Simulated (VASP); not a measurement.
# CuI (Cmcm) in VASP: notebook

CuI is run at these levels: PBE; tasks: single point.

Program: VASP 6.6.1. These are calculated values, not measurements. Logs are shortened: lines on timing, memory, paths and dates and some standing lists are left out, and cuts for length are marked.

## Step 1: The cell of the first run

Symmetry: Cmcm, No. 63, orthorhombic system. The conventional cell has a = 7.314 Å, b = 7.271 Å, c = 4.219 Å, α = 90.00°, β = 90.00°, γ = 90.00°. I (site symmetry m2m) has 3 Cu at 2.52 to 2.54 Å within 3.3 Å. Within 3.2 Å of Cu (site symmetry m2m) lie 2 Cu at 2.41 Å and 3 I at 2.52 to 2.54 Å.

## Step 2: Single point, PBE

File INCAR:

```
SYSTEM = CuI
ALGO     = Normal         ! electronic algorithm
EDIFF    = 1E-6           ! SCF threshold, eV
ENCUT    = 520            ! plane-wave cutoff, eV
GGA      = PE             ! functional
ISIF     = 2              ! what is computed and relaxed
ISMEAR   = -1             ! smearing method
LASPH    = .True.         ! aspherical terms in the spheres
LCHARG   = .True.         ! write CHGCAR
LELF     = .True.         ! ELF
LREAL    = .False.        ! projectors in reciprocal space
LVHAR    = .True.       
LWAVE    = .False.        ! write WAVECAR
NBANDS   = 26             ! bands
NELM     = 80             ! most SCF steps
PREC     = Accurate       ! precision mode
SIGMA    = 0.05           ! smearing width, eV
```

File KPOINTS:

```
k-points
0
Gamma
  5 5 6
  0 0 0
```

File POSCAR:

```
CuI
1.0
    3.6569591127     -3.6353286563      0.0000000000
    3.6569591127      3.6353286563      0.0000000000
    0.0000000000      0.0000000000      4.2190750878
I Cu
2 2
Direct
    0.2299573200      0.7700426800      0.2500000000
    0.7700426800      0.2299573200      0.7500000000
    0.5795611700      0.4204388300      0.2500000000
    0.4204388300      0.5795611700      0.7500000000
```

Potentials or basis: VASP PAW PBE potentials, release 64 (I, Cu).

Launch:

```
> cat potpaw_PBE.64/I/POTCAR potpaw_PBE.64/Cu/POTCAR > POTCAR
> mpirun -np 1 vasp_std > vasp.out
```

OUTCAR:

```text
SYSTEM = CuI
   EDIFF = 1E-6
   ENCUT = 520
   GGA = PE
   ISIF = 2
   ISMEAR = -1
   LASPH = .True.
   LREAL = .False.
   NELM = 80
   PREC = Accurate

 ion  position               nearest neighbor table
   1  0.230  0.770  0.250-   4 2.52   4 2.52   3 2.54
   2  0.770  0.230  0.750-   3 2.52   3 2.52   4 2.54
   3  0.580  0.420  0.250-   4 2.41   4 2.41   2 2.52   2 2.52   1 2.54
   4  0.420  0.580  0.750-   3 2.41   3 2.41   1 2.52   1 2.52   2 2.54

  LATTYP: Found a base centered orthorhombic cell.
 ALAT       =     7.2706573126
 B/A-ratio  =     1.0059500690
 C/A-ratio  =     0.5802879859

  Lattice vectors:

 A1 = (  -3.6569591127,  -3.6353286563,   0.0000000000)
 A2 = (   3.6569591127,  -3.6353286563,   0.0000000000)
 A3 = (   0.0000000000,   0.0000000000,   4.2190750878)

Analysis of symmetry for initial positions (statically):
=====================================================================
 Subroutine PRICEL returns:
 Original cell was already a primitive cell.

 Routine SETGRP: Setting up the symmetry group for a
 base centered orthorhombic supercell.

 Subroutine GETGRP returns: Found  8 space group operations
 (whereof  4 operations were pure point group operations)
 out of a pool of  8 trial point group operations.

The static configuration has the point symmetry C_2h.
 The point group associated with its full space group is D_2h.

Analysis of symmetry for dynamics (positions and initial velocities):
=====================================================================
 Subroutine PRICEL returns:
 Original cell was already a primitive cell.

 Routine SETGRP: Setting up the symmetry group for a
 base centered orthorhombic supercell.

 Subroutine GETGRP returns: Found  8 space group operations
 (whereof  4 operations were pure point group operations)
 out of a pool of  8 trial point group operations.

The dynamic configuration has the point symmetry C_2h.
 The point group associated with its full space group is D_2h.

 Subroutine INISYM returns: Found  8 space group operations
 (whereof  4 operations are pure point group operations),
 and found     1 'primitive' translations

----------------------------------------------------------------------------------------

                                     Primitive cell

  volume of cell :     112.1789

  direct lattice vectors                    reciprocal lattice vectors
     3.656959113 -3.635328656  0.000000000     0.136725619 -0.137539146  0.000000000
     3.656959113  3.635328656  0.000000000     0.136725619  0.137539146  0.000000000
     0.000000000  0.000000000  4.219075088     0.000000000  0.000000000  0.237018773

[... 85 lines left out ...]
   ENCUT  =  520.0 eV  38.22 Ry    6.18 a.u.   9.59  9.59  7.84*2*pi/ulx,y,z
   NELM   =     80;   NELMIN=  2; NELMDL= -5     # of ELM steps
   EDIFF  = 0.1E-05   stopping-criterion for ELM
   LREAL  =      F    real-space projection
   EDIFFG = 0.1E-04   stopping-criterion for IOM
   NSW    =      0    number of steps for IOM
   IBRION =     -1    ionic relax: 0-MD 1-quasi-New 2-CG
   NFREE  =      0    steps in history (QN), initial steepest desc. (CG)
   ISIF   =      2    stress and relaxation
   ISYM   =      2    0-nonsym 1-usesym 2-fastsym
   POTIM  = 0.5000    time-step for ionic-motion
   TEBEG  =    0.0;   TEEND  =   0.0 temperature during run
   PSTRESS=    0.0 pullay stress
   NELECT =      36.0000    total number of electrons
   NUPDOWN=      -1.0000    fix difference up-down
   EMIN   =  10.00;   EMAX   =-10.00  energy-range for DOS
   EFERMI =   0.00;   METHOD = LEGACY
   ISMEAR =    -1;   SIGMA  =   0.05  broadening in eV -4-tet -1-fermi 0-gaus
   EFERMI_NEDOS =   21; number of points for ismear=-14 and -15
   IALGO  =     38    algorithm
   IMIX   =      4    mixing-type and parameters
     AMIX     =   0.40;   BMIX     =  1.00
     AMIX_MAG =   1.60;   BMIX_MAG =  1.00
  volume/ion in A,a.u.               =      28.04       189.26
  Fermi-wavevector in a.u.,A,eV,Ry     =   1.120827  2.118056 17.092367  1.256254
  Thomas-Fermi vector in A             =   2.257476
   LORBIT       =      0    0 simple, 1 ext, 2 COOP (PROOUT), +10 PAW based schemes
   GGA     = PE    functional components
   LHFCALC =     F    Hartree Fock is set to
   AEXX    =    0.0000 exact exchange contribution
   IVDW    =     0    specifies the selected vdW correction
   LEPSILON=     F    determine dielectric tensor
   LRPA    =     F    only Hartree local field effects (RPA)
 non-spin polarized calculation
  energy-cutoff  :      520.00
  volume of cell :      112.18
 maximum number of plane-waves:      3067
 NGX is ok and might be reduce to    40
   NGX = 19   NGY = 19   NGZ = 15

 number of electron      36.0000031 magnetization

 Free energy of the ion-electron system (eV)
  ---------------------------------------------------
  ext. energy  EPLUGINS =         0.00000000
  ---------------------------------------------------
  free energy    TOTEN  =       -10.79748793 eV

  energy without entropy =      -10.79748760  energy(sigma->0) =      -10.79748776

 E-fermi :   5.1100     XC(G=0):  -8.8720

 val. band max:        4.5461917374   @ k =   0.0000   0.0000   0.0000
 cond. band min:       5.6516631539   @ k =   0.0000   0.0000   0.0000
 fundamental gap:      1.1054714165
 Fermi energy:         5.1100414889

 k-point     1 :       0.0000    0.0000    0.0000
  band No.  band energies     occupation
      1      -9.6741      2.00000
      2      -8.7995      2.00000
      3      -1.3692      2.00000
      4      -0.0303      2.00000
      5       0.1972      2.00000
      6       0.2340      2.00000
[... 685 lines left out ...]
     25      12.0873      0.00000
     26      12.6765      0.00000

 [... further k-points ...]
[... 5 lines left out ...]
  --------------------------------------------------------------------------------------
  -------------------------------------------------------------------------------------
  Total        1.0530778      3.9637092      4.3840510      0.0000000     -0.0000000      0.0000000
  in kB       15.0404216     56.6110654     62.6145328      0.0000000     -0.0000000      0.0000000
  external PRESSURE =      44.7553399 kB  Pullay stress =       0.0000000 kB

 VOLUME and BASIS-vectors are now :
 -----------------------------------------------------------------------------
  energy-cutoff  :      520.00
  volume of cell :      112.18
      direct lattice vectors                 reciprocal lattice vectors
     3.656959113 -3.635328656  0.000000000     0.136725619 -0.137539146  0.000000000
     3.656959113  3.635328656  0.000000000     0.136725619  0.137539146  0.000000000
     0.000000000  0.000000000  4.219075088     0.000000000  0.000000000  0.237018773

 POSITION                                       TOTAL-FORCE (eV/Angst)
 -----------------------------------------------------------------------------------
      3.65696      1.96339      1.05477         0.000000      0.720322      0.000000
      3.65696     -1.96339      3.16431         0.000000     -0.720322      0.000000
      3.65696     -0.57846      1.05477         0.000000     -0.265694      0.000000
      3.65696      0.57846      3.16431         0.000000      0.265694     -0.000000
 -----------------------------------------------------------------------------------
    total drift:                                0.000000     -0.000000      0.000000

  FREE ENERGIE OF THE ION-ELECTRON SYSTEM (eV)
  ---------------------------------------------------
  free  energy   TOTEN  =       -10.7974879294 eV

  energy  without entropy=      -10.7974875996  energy(sigma->0) =      -10.79748776
```

OSZICAR:

```text
N       E                     dE             d eps       ncg     rms          rms(c)
DAV:   1     0.274907356845E+03    0.27491E+03   -0.15007E+04  1872   0.149E+03
DAV:   2     0.155955458293E+02   -0.25931E+03   -0.24679E+03  1882   0.310E+02
DAV:   3    -0.102216248688E+02   -0.25817E+02   -0.25259E+02  2478   0.120E+02
DAV:   4    -0.114976012385E+02   -0.12760E+01   -0.12722E+01  2580   0.239E+01
DAV:   5    -0.115503051461E+02   -0.52704E-01   -0.52696E-01  2934   0.483E+00    0.995E+00
DAV:   6    -0.112613332185E+02    0.28897E+00   -0.10696E+01  2286   0.767E+01    0.633E+00
DAV:   7    -0.107959727528E+02    0.46536E+00   -0.25513E+00  2320   0.476E+01    0.333E+00
DAV:   8    -0.108120276112E+02   -0.16055E-01   -0.27226E-01  2940   0.738E+00    0.105E+00
DAV:   9    -0.107968418936E+02    0.15186E-01   -0.82638E-02  2520   0.753E+00    0.393E-01
DAV:  10    -0.107976213342E+02   -0.77944E-03   -0.59006E-03  2900   0.107E+00    0.258E-01
DAV:  11    -0.107974618103E+02    0.15952E-03   -0.15406E-03  2552   0.101E+00    0.125E-01
DAV:  12    -0.107974829986E+02   -0.21188E-04   -0.25915E-04  2922   0.173E-01    0.214E-02
DAV:  13    -0.107974861286E+02   -0.31300E-05   -0.15205E-05  2996   0.761E-02    0.134E-02
DAV:  14    -0.107974878016E+02   -0.16730E-05   -0.57272E-06  2368   0.165E-02    0.108E-02
DAV:  15    -0.107974879294E+02   -0.12777E-06   -0.39246E-07  1312   0.170E-02
   1 F= -.10797488E+02 E0= -.10797488E+02  d E =-.329749E-06
```

Wall time 1.7 min (1 thread of Intel Xeon 6975P-C (Granite Rapids), shared host); peak memory 0.27 GiB.

What came out:

- Free energy: -10.7975 eV
- Pressure: 4.5 GPa
- Largest force: 0.720 eV/Å
- Band gap on the k mesh: 1.11 eV

Forces in eV/Å, atoms in the order of the input:
```
I    0.000  0.720  0.000
I    0.000 -0.720  0.000
Cu   0.000 -0.266  0.000
Cu   0.000  0.266  0.000
```

Stress tensor (GPa, compression positive):
```
1.50 0.00 0.00
0.00 5.66 0.00
0.00 0.00 6.26
```

Caveat: the cell stands under pressure; spin-orbit coupling is left out, which moves the levels of the heavy elements. A k mesh can miss the band edges.

## Step 3: Single point, PBE

This run uses another cell than the first one, of 28.64 Å³/atom.

File INCAR:

```
SYSTEM = CuI
PREC     = Accurate       ! precision mode
ENCUT    = 520            ! plane-wave cutoff, eV
EDIFF    = 1E-6           ! SCF threshold, eV
ISMEAR   = -1             ! smearing method
SIGMA    = 0.05           ! smearing width, eV
LREAL    = .FALSE.        ! projectors in reciprocal space
LASPH    = .TRUE.         ! aspherical terms in the spheres
NELM     = 60             ! most SCF steps
ALGO     = Normal         ! electronic algorithm
ISIF     = 2              ! what is computed and relaxed
LWAVE    = .FALSE.        ! write WAVECAR
LCHARG   = .TRUE.         ! write CHGCAR
GGA      = PE             ! functional
LELF     = .TRUE.         ! ELF
LVHAR    = .TRUE.       
NBANDS   = 26             ! bands
```

File KPOINTS:

```
regular mesh
0
G
  5 5 6
  0 0 0
```

File POSCAR:

```
CuI
1.0
    3.6827131944     -3.6609304058      0.0000000000
    3.6827131944      3.6609304058      0.0000000000
    0.0000000000      0.0000000000      4.2487878631
I Cu
2 2
Direct
    0.2299573200      0.7700426800      0.2500000000
    0.7700426800      0.2299573200      0.7500000000
    0.5795611700      0.4204388300      0.2500000000
    0.4204388300      0.5795611700      0.7500000000
```

Potentials or basis: VASP PAW PBE potentials, release 64 (I, Cu).

Launch:

```
> cat potpaw_PBE.64/I/POTCAR potpaw_PBE.64/Cu/POTCAR > POTCAR
> mpirun -np 1 vasp_std > vasp.out
```

It took 1.9 min on 1 thread of Intel Xeon 6975P-C (Granite Rapids), shared host; peak memory 0.26 GiB.

Results (log left out):

* Free energy: -10.8551 eV
* Pressure: 3.4 GPa
* Largest force: 0.513 eV/Å
* Band gap on the k mesh: 1.08 eV

Forces in eV/Å, atoms in the order of the input:
```
I    0.000  0.513  0.000
I    0.000 -0.513  0.000
Cu   0.000 -0.212  0.000
Cu   0.000  0.212  0.000
```

Stress tensor (GPa, compression positive):
```
1.31 0.00 0.00
0.00 4.19 0.00
0.00 0.00 4.58
```

Levels at points of the mesh, in eV from the valence-band top:
```
           k point  band 14  band 15  band 16  band 17  band 18  band 19  band 20  band 21  band 22  band 23
(0.00, 0.00, 0.00)    -1.99    -1.96    -1.61    -0.99     0.00     1.08     1.56     2.42     4.57     5.08
(0.00, 0.00, 0.50)    -2.10    -1.96    -1.96    -1.71    -1.71     3.70     3.70     3.80     3.80     5.87
```

Caveat: the cell stands under pressure; spin-orbit coupling is left out, which moves the levels of the heavy elements. A k mesh can miss the band edges.

## Step 4: Single point, PBE

This run uses another cell than the first one, of 29.24 Å³/atom.

File INCAR:

```
PREC     = Accurate       # precision mode
ENCUT    = 520            # plane-wave cutoff, eV
EDIFF    = 1E-6           # SCF threshold, eV
ISMEAR   = -1             # smearing method
SIGMA    = 0.05           # smearing width, eV
LREAL    = F              # projectors in reciprocal space
LASPH    = T              # aspherical terms in the spheres
NELM     = 60             # most SCF steps
ALGO     = Normal         # electronic algorithm
ISIF     = 2              # what is computed and relaxed
LWAVE    = F              # write WAVECAR
LCHARG   = T              # write CHGCAR
GGA      = PE             # functional
LELF     = T              # ELF
LVHAR    = T            
NBANDS   = 26             # bands
```

File KPOINTS:

```
regular mesh
0
Gamma
  5 5 6
```

File POSCAR:

```
CuI
1.0
    3.7081120190     -3.6861789996      0.0000000000
    3.7081120190      3.6861789996      0.0000000000
    0.0000000000      0.0000000000      4.2780907744
I Cu
2 2
Direct
    0.2299573200      0.7700426800      0.2500000000
    0.7700426800      0.2299573200      0.7500000000
    0.5795611700      0.4204388300      0.2500000000
    0.4204388300      0.5795611700      0.7500000000
```

Launch:

```
> cat potpaw_PBE.64/I/POTCAR potpaw_PBE.64/Cu/POTCAR > POTCAR
> mpirun -np 1 vasp_std > vasp.out
```

Run time: 2.2 min. Hardware: 1 thread of Intel Xeon 6975P-C (Granite Rapids), shared host; peak memory 0.27 GiB.

It converged, with:

```
Free energy            : -10.8968 eV
Pressure               : 2.3 GPa
Largest force          : 0.321 eV/Å
Band gap on the k mesh : 1.06 eV
```

Forces in eV/Å, atoms in the order of the input:
```
I    0.000  0.321  0.000
I    0.000 -0.321  0.000
Cu   0.000 -0.163  0.000
Cu   0.000  0.163  0.000
```

Stress tensor (GPa, compression positive):
```
1.11 0.00 0.00
0.00 2.86 0.00
0.00 0.00 3.07
```

Levels at points of the mesh, in eV from the valence-band top:
```csv
k point,band 16,band 17,band 18,band 19,band 20,band 21
"(0.00, 0.00, 0.00)",-1.55,-0.95,0.00,1.06,1.66,2.43
"(0.00, 0.00, 0.50)",-1.88,-1.66,-1.66,3.74,3.74,3.76
```

Caveat: spin-orbit coupling is left out, which moves the levels of the heavy elements. A k mesh can miss the band edges.

## Step 5: Overview

| cell | gap on the mesh (eV) | pressure (GPa) | largest force (eV/Å) |
| --- | --- | --- | --- |
| a = 5.156, b = 5.156, c = 4.219 Å, angles 90.0, 90.0, 89.7°, 4 atoms | 1.11 | 4.5 | 0.72 |
| a = 5.193, b = 5.193, c = 4.249 Å, angles 90.0, 90.0, 89.7°, 4 atoms | 1.08 | 3.4 | 0.51 |
| a = 5.229, b = 5.229, c = 4.278 Å, angles 90.0, 90.0, 89.7°, 4 atoms | 1.06 | 2.3 | 0.32 |

Alike in all rows: task single point; level PBE; potentials or basis VASP PAW PBE potentials, release 64 (I, Cu); no spin polarisation; k mesh 5 × 5 × 6; cutoff (eV) 520; smearing fermi-dirac 0.05 eV.

Caveats: spin-orbit coupling is left out, which moves the levels of the heavy elements; the cell stands under pressure (at least some runs).

Total energies depend on the potentials used, so only differences within one code and one set of settings carry meaning.
